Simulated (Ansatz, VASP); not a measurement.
## SiC in VASP and in Ansatz

```
Si C
1.0
     0.00000    2.17805    2.24339
     2.17805    0.00000    2.24339
     2.17805    2.17805    0.00000
Si C
1 1
Direct
  0.00000 0.00000 0.00000
  0.25000 0.25000 0.25000
```

Change from the starting cell: uniaxial_z strain +3.0%.

Alike in both runs: task single point; functional PBE; k mesh 10 × 10 × 10; occupations fermi-dirac, width 0.02 eV; no spin polarisation.

```csv
,VASP,Ansatz
version,VASP 6.6.1,Ansatz 0.2.0
potentials or method,"VASP PAW PBE potentials, release 64 (Si, C)","plane waves, PAW"
plane-wave cutoff (eV),520,420
valence electrons in the cell,8,8
```

VASP gave:

| Property | Result |
| --- | --- |
| gap on the k mesh at the Fermi level (eV) | 1.23 |
| pressure (GPa) | -2.9 |
| traceless stress, the component that is largest in VASP (GPa) | -5.35 |

Estimate Ansatz's values.

gap on the k mesh at the Fermi level (eV): 1.23; pressure (GPa): -2.8; traceless stress, the component that is largest in VASP (GPa): -5.34.

The functional is the same, so the differences come from potentials, cutoffs and numerics.
